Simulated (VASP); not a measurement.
Set up this calculation in VASP 6.6.1, as the native input.

| Quantity | Value |
| --- | --- |
| Task | equation of state |
| Functional | vdW-DF2 |
| Potentials or basis | VASP PAW PBE potentials, release 64 (Li_sv) |
| Cutoff | 650 eV |
| k mesh | 15 × 15 × 15 |
| Occupations | methfessel-paxton, width 0.1 eV |
| Spin | no spin polarisation |
| Tolerance level | standard |
| Purpose | equation of state |
| Eos scales | [0.92, 0.96, 1.0, 1.04, 1.08] |
| Further INCAR settings | ALGO = Normal; EDIFF = 1e-06; NSW = 0 |

The structure of Li lies in POSCAR.step2:

```
Li
1.0
   -1.7309356065      1.7309356065      1.7309356065
    1.7309356065     -1.7309356065      1.7309356065
    1.7309356065      1.7309356065     -1.7309356065
Li
1
Direct
    0.0000000000      0.0000000000      0.0000000000
```

The structure of Li lies in POSCAR.step3:

```
Li
1.0
   -1.7546500000      1.7546500000      1.7546500000
    1.7546500000     -1.7546500000      1.7546500000
    1.7546500000      1.7546500000     -1.7546500000
Li
1
Direct
    0.0000000000      0.0000000000      0.0000000000
```

The structure of Li lies in POSCAR.step4:

```
Li
1.0
   -1.7777401479      1.7777401479      1.7777401479
    1.7777401479     -1.7777401479      1.7777401479
    1.7777401479      1.7777401479     -1.7777401479
Li
1
Direct
    0.0000000000      0.0000000000      0.0000000000
```

The structure of Li lies in POSCAR.step5:

```
Li
1.0
   -1.8002455769      1.8002455769      1.8002455769
    1.8002455769     -1.8002455769      1.8002455769
    1.8002455769      1.8002455769     -1.8002455769
Li
1
Direct
    0.0000000000      0.0000000000      0.0000000000
```

The input as run:

POSCAR.step1

```
Li
1.0
   -1.7065529839      1.7065529839      1.7065529839
    1.7065529839     -1.7065529839      1.7065529839
    1.7065529839      1.7065529839     -1.7065529839
Li
1
Direct
    0.0000000000      0.0000000000      0.0000000000
```

INCAR

```
GGA      = ML             # functional
LUSE_VDW = True         
AGGAC    = 0.0          
ZAB_VDW  = -1.8867      
ISMEAR   = 1              # smearing method
SIGMA    = 0.1            # smearing width, eV
LWAVE    = False          # write WAVECAR
LCHARG   = False          # write CHGCAR
ISIF     = 2              # what is computed and relaxed
NSW      = 0              # ionic steps
PREC     = Accurate       # precision mode
LASPH    = True           # aspherical terms in the spheres
LREAL    = False          # projectors in reciprocal space
ALGO     = Normal         # electronic algorithm
EDIFF    = 1E-6           # SCF threshold, eV
NELM     = 120            # most SCF steps
GGA_COMPAT= False        
ENCUT    = 650            # plane-wave cutoff, eV
KPAR     = 2
```

KPOINTS

```
Automatic mesh
0
Gamma
  15 15 15
  0 0 0
```

Potentials or basis: VASP PAW PBE potentials, release 64 (Li_sv).

The run is started by

```console
$ cat potpaw_PBE.64/Li_sv/POTCAR > POTCAR
$ cp POSCAR.step1 POSCAR
$ mpirun -np 2 vasp_std > vasp.out
$ cp POSCAR.step2 POSCAR
$ mpirun -np 2 vasp_std > vasp.out
$ cp POSCAR.step3 POSCAR
$ mpirun -np 2 vasp_std > vasp.out
$ cp POSCAR.step4 POSCAR
$ mpirun -np 2 vasp_std > vasp.out
$ cp POSCAR.step5 POSCAR
$ mpirun -np 2 vasp_std > vasp.out
```

Results of the run:

```yaml
Equilibrium_volume: "19.53 Å³/atom (rough: see the caveat)"
Bulk_modulus: 14.5 GPa (rough)
```

Caveat: the minimum lies outside the volumes run; the PAW data sets were made with another functional, which shifts forces and pressure a little.

Run time: 91 s on 2 MPI ranks on Intel(R) Xeon(R) Platinum 8488C (Sapphire Rapids) (shared host), peak memory 0.31 GiB a rank.
